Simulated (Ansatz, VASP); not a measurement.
# Two plane-wave programs on As3O2

```
As O
1.0
     2.87654    1.66077    2.71903
    -2.87654    1.66077    2.71903
     0.00000   -3.32154    2.71903
As O
3 2
Direct
  0.29353 0.70647 0.00000
  0.00000 0.29353 0.70647
  0.70647 0.00000 0.29353
  0.33230 0.33230 0.33230
  0.66770 0.66770 0.66770
```

Change from the starting cell: species swapped into the Ni3Se2 type (R32, No. 155).

Alike in both runs: functional PBE; k mesh 12 × 12 × 12; occupations gaussian, width 0.1 eV; no spin polarisation.

Ansatz relaxed the structure, and its values are those at the end. VASP's run is a single point on that final structure, the one shown.

```csv
,VASP,Ansatz
version,VASP 6.6.1,Ansatz 0.2.0
potentials or method,"VASP PAW PBE potentials, release 64 (As, O), cutoff 520 eV","scalar-relativistic, plane waves, PAW"
valence electrons in the cell,27,57
```

```csv
,VASP,Ansatz,Ansatz less VASP
gap on the k mesh at the Fermi level (eV),none,none,-
pressure (GPa),0.1,0.0,-0.13
rms of the force components (eV/Å),0.013,0.001,-0.0119
```

A gap of «none» marks a metal or a gap that the smearing closes. VASP's potentials hold 27 valence electrons a cell and Ansatz's 57, so a difference there can come from the potentials and not from the codes.
